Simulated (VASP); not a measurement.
MgS, 2 atoms in the cell. It takes space group F-43m (No. 216, cubic). The conventional cell has a = 5.666 Å, b = 5.666 Å, c = 5.666 Å, α = 90.00°, β = 90.00°, γ = 90.00°. Within 3.2 Å of Mg (site symmetry -43m) lie 4 S at 2.45 Å. Within 3.2 Å of S (site symmetry -43m) lie 4 Mg at 2.45 Å. 

| Quantity | Value |
| --- | --- |
| Program | VASP 6.6.1 |
| Task | single point |
| Functional | PBE |
| Potentials or basis | VASP PAW PBE potentials, release 64 (Mg, S) |
| Cutoff | 520 eV |
| k mesh | 10 × 10 × 10 |
| Occupations | gaussian, width 0.05 eV |
| Spin | no spin polarisation |
| Dipole correction | no |
| Further INCAR settings | ALGO = Normal; EDIFF = 1e-06; NBANDS = 11 |

Potentials or basis: VASP PAW PBE potentials, release 64 (Mg, S).

Run with:

```sh
$ cat potpaw_PBE.64/Mg/POTCAR potpaw_PBE.64/S/POTCAR > POTCAR
$ mpirun -np 1 vasp_std > vasp.out
```

Hardware: 1 thread of Intel(R) Xeon(R) Platinum 8259CL CPU @ 2.50GHz (Skylake/Cascade Lake) (shared host).

How long does it take, and how much memory?

It took 23 s on 1 thread of Intel(R) Xeon(R) Platinum 8259CL CPU @ 2.50GHz (Skylake/Cascade Lake), with other jobs on the host, peak memory 0.18 GiB. Counts: scf iterations 13, k points 47.
